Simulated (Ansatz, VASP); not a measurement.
## LuMnIn in VASP and in Ansatz

```
Lu Mn In
1.0
     4.60673    0.00000    0.00000
    -2.30336    3.98954    0.00000
     0.00000    0.00000    3.30752
Lu Mn In
1 1 1
Direct
  0.00000 0.00000 0.00000
  0.33333 0.66667 0.50000
  0.66667 0.33333 0.50000
```

Alike in both runs: task single point; functional PBE; k mesh 7 × 7 × 9; occupations fermi-dirac, width 0.15 eV; collinear spin.

|  | VASP | Ansatz |
| --- | --- | --- |
| version | VASP 6.6.1 | Ansatz 0.2.0 |
| potentials or method | VASP PAW PBE potentials, release 64 (Lu, Mn_pv, In_d), cutoff 520 eV | plane waves, PAW |
| valence electrons in the cell | 51 | 53 |

|  | VASP | Ansatz | Ansatz less VASP |
| --- | --- | --- | --- |
| net moment per atom (μB) | 1.11 | 1.11 | 0.000 |
| size of the moment on the site where the two differ most (μB) | 0.03 | 0.01 | -0.017 |

Site moments also hang on the region over which each program counts them. The functional is the same, so the differences come from potentials, cutoffs and numerics. VASP's potentials hold 51 valence electrons a cell and Ansatz's 53, so a difference there can come from the potentials and not from the codes.

Neither program's run includes spin-orbit coupling.
